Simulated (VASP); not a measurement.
# W (Cmcm) in VASP: notebook, part 2 of 2

VASP 6.6.1. The steps go on from the part before.

### Step 3. Single point, PBEsol (atoms displaced along a vibrational mode)

INCAR reads:

```
  PREC = Accurate
  ENCUT = 520
  EDIFF = 1E-6
  ISMEAR = 0
  SIGMA = 0.15
  LREAL = F
  LASPH = T
  NELM = 60
  ALGO = Fast
  ISIF = 2
  LWAVE = F
  LCHARG = T
  GGA = PS
  LELF = T
  LVHAR = T
  NBANDS = 21
```

KPOINTS reads:

```
Automatic mesh
0
Gamma
  22 22 16
```

POSCAR reads:

```
W
1.0
    0.0000000000     -1.9989957669     -1.9989957669
    0.0000000000      1.9989957669     -1.9989957669
    3.9979915338      0.0000000000      0.0000000000
W
2
Direct
    0.4962481161      0.4962481161      0.5000000000
    0.0037518839      0.0037518839      0.0000000000
```

Potentials or basis: VASP PAW PBE potentials, release 64 (W_sv).

Started as:

```console
$ cat potpaw_PBE.64/W_sv/POTCAR > POTCAR
$ mpirun -np 1 vasp_std > vasp.out
```

OUTCAR:

```text
PREC = Accurate
   ENCUT = 520
   EDIFF = 1E-6
   ISMEAR = 0
   LREAL = F
   LASPH = T
   NELM = 60
   ISIF = 2
   GGA = PS

 ion  position               nearest neighbor table
   1  0.496  0.496  0.500-   2 2.81   2 2.81   2 2.83   2 2.83   2 2.83   2 2.83   2 2.85   2 2.85

   2  0.004  0.004  0.000-   1 2.81   1 2.81   1 2.83   1 2.83   1 2.83   1 2.83   1 2.85   1 2.85

  LATTYP: Found a simple tetragonal cell.
 ALAT       =     2.8270069247
 C/A-ratio  =     1.4142135624

[... 768 lines left out ...]

------------------------ aborting loop because EDIFF is reached ----------------------------------------

  FORCE on cell =-STRESS in cart. coord.  units (eV):
  Direction    XX          YY          ZZ          XY          YZ          ZX
  --------------------------------------------------------------------------------------
  -------------------------------------------------------------------------------------
  Total        0.1721927      0.1525848      0.1238946      0.0000000      0.0000000      0.0000000
  in kB        8.6343527      7.6511397      6.2125152      0.0000000      0.0000000      0.0000000
  external PRESSURE =       7.4993359 kB  Pullay stress =       0.0000000 kB

 VOLUME and BASIS-vectors are now :
 -----------------------------------------------------------------------------
  energy-cutoff  :      520.00
  volume of cell :       31.95
      direct lattice vectors                 reciprocal lattice vectors
     0.000000000 -1.998995767 -1.998995767     0.000000000 -0.250125592 -0.250125592
     0.000000000  1.998995767 -1.998995767     0.000000000  0.250125592 -0.250125592
     3.997991534  0.000000000  0.000000000     0.250125592  0.000000000  0.000000000

 POSITION                                       TOTAL-FORCE (eV/Angst)
 -----------------------------------------------------------------------------------
      1.99900      0.00000     -1.98400         0.000000      0.000000     -0.112321
      0.00000      0.00000     -0.01500         0.000000      0.000000      0.112321
 -----------------------------------------------------------------------------------
    total drift:                               -0.000000      0.000000     -0.000000

  FREE ENERGIE OF THE ION-ELECTRON SYSTEM (eV)
  ---------------------------------------------------
  free  energy   TOTEN  =       -26.6311545015 eV

  energy  without entropy=      -26.6030623579  energy(sigma->0) =      -26.61710843
```

OSZICAR:

```text
N       E                     dE             d eps       ncg     rms          rms(c)
DAV:   1     0.267893752988E+03    0.26789E+03   -0.15744E+04 50402   0.155E+03
DAV:   2    -0.189888660230E+02   -0.28688E+03   -0.27945E+03 54239   0.456E+02
DAV:   3    -0.278723864259E+02   -0.88835E+01   -0.86821E+01 58079   0.787E+01
DAV:   4    -0.279615157903E+02   -0.89129E-01   -0.88801E-01 54167   0.823E+00
DAV:   5    -0.279623791352E+02   -0.86334E-03   -0.86332E-03 57709   0.856E-01    0.292E+01
RMM:   6    -0.269030967922E+02    0.10593E+01   -0.11982E+00 52178   0.840E+00    0.120E+01
RMM:   7    -0.266374771646E+02    0.26562E+00   -0.88454E-01 55021   0.685E+00    0.905E-01
RMM:   8    -0.266310330809E+02    0.64441E-02   -0.36725E-02 61769   0.154E+00    0.368E-01
RMM:   9    -0.266310711214E+02   -0.38041E-04   -0.71390E-03 60836   0.707E-01    0.592E-02
RMM:  10    -0.266311430019E+02   -0.71881E-04   -0.82676E-04 66643   0.280E-01    0.163E-02
RMM:  11    -0.266311534208E+02   -0.10419E-04   -0.19221E-04 64329   0.131E-01    0.131E-02
RMM:  12    -0.266311536016E+02   -0.18082E-06   -0.33235E-05 59536   0.553E-02    0.740E-03
RMM:  13    -0.266311544120E+02   -0.81038E-06   -0.10499E-05 51696   0.295E-02    0.309E-03
RMM:  14    -0.266311545015E+02   -0.89484E-07   -0.10919E-06 38371   0.878E-03
   1 F= -.26631155E+02 E0= -.26617108E+02  d E =-.280921E-01
```

stdout:

```text
POSCAR found type information on POSCAR W
 POSCAR found :  1 types and       2 ions
 scaLAPACK will be used
 -----------------------------------------------------------------------------
|                                                                             |
|                                                                             |
|     You enforced a specific xc type in the INCAR file but a different       |
|     I HOPE YOU KNOW WHAT YOU ARE DOING!                                     |
|                                                                             |
 -----------------------------------------------------------------------------

 LDA part: xc-table for (Slater+PW92), standard interpolation
 POSCAR, INCAR and KPOINTS ok, starting setup
 FFT: planning ... GRIDC
 FFT: planning ... GRID_SOFT
 FFT: planning ... GRID
 WAVECAR not read
 entering main loop
WARNING in EDDRMM: call to ZHEGV failed, returncode =   6  3     17
WARNING in EDDRMM: call to ZHEGV failed, returncode =   8  4     20
WARNING in EDDRMM: call to ZHEGV failed, returncode =   6  3     18
WARNING in EDDRMM: call to ZHEGV failed, returncode =   6  3     16
WARNING in EDDRMM: call to ZHEGV failed, returncode =   6  3     21
WARNING in EDDRMM: call to ZHEGV failed, returncode =   8  4     19
WARNING in EDDRMM: call to ZHEGV failed, returncode =   6  3     18
WARNING in EDDRMM: call to ZHEGV failed, returncode =   8  4     20
WARNING in EDDRMM: call to ZHEGV failed, returncode =   6  3     21
WARNING in EDDRMM: call to ZHEGV failed, returncode =   8  4     21
WARNING in EDDRMM: call to ZHEGV failed, returncode =   8  4     20
WARNING in EDDRMM: call to ZHEGV failed, returncode =   8  4     21
```

Run time: 6.4 min. Hardware: 1 thread of Intel Xeon Platinum 8488C (Sapphire Rapids), shared host; peak memory 0.67 GiB.

What came out:

```yaml
Free_energy: -26.6312 eV
Pressure: 0.7 GPa
Largest_force: 0.112 eV/Å
Band_gap_on_the_k_mesh: zero (bands 14 and 15 overlap by 3.65 eV)
```

Forces in eV/Å, atoms in the order of the input:
```
W    0.000  0.000 -0.112
W    0.000  0.000  0.112
```

Caveat: the cell differs from its parent crystal (atoms displaced along a vibrational mode); the PAW data sets were made with another functional, which shifts forces and pressure a little; spin-orbit coupling is left out, which moves the levels of the heavy elements.
